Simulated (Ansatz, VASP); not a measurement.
## ZrB: VASP beside Ansatz

```
CELL_PARAMETERS angstrom
0.00000 2.42253 2.42253
2.42253 0.00000 2.42253
2.42253 2.42253 0.00000
ATOMIC_POSITIONS crystal
Zr 0.50000 0.50000 0.50000
B 0.00000 0.00000 0.00000
```

Alike in both runs: task single point; functional PBE; k mesh 12 × 12 × 12; occupations gaussian, width 0.05 eV; no spin polarisation.

```csv
,VASP,Ansatz
version,VASP 6.6.1,Ansatz 0.2.0
potentials or method,"VASP PAW PBE potentials, release 64 (Zr_sv, B), cutoff 500 eV","scalar-relativistic, plane waves, PAW"
valence electrons in the cell,15,15
```

VASP gave:

```
gap on the k mesh at the Fermi level (eV) : none
pressure (GPa)                            : 6.4
```

Which values does Ansatz return?

gap on the k mesh at the Fermi level (eV): none; pressure (GPa): 6.3.

A gap of «none» marks a metal or a gap that the smearing closes. The functional is the same, so the differences come from potentials, cutoffs and numerics.
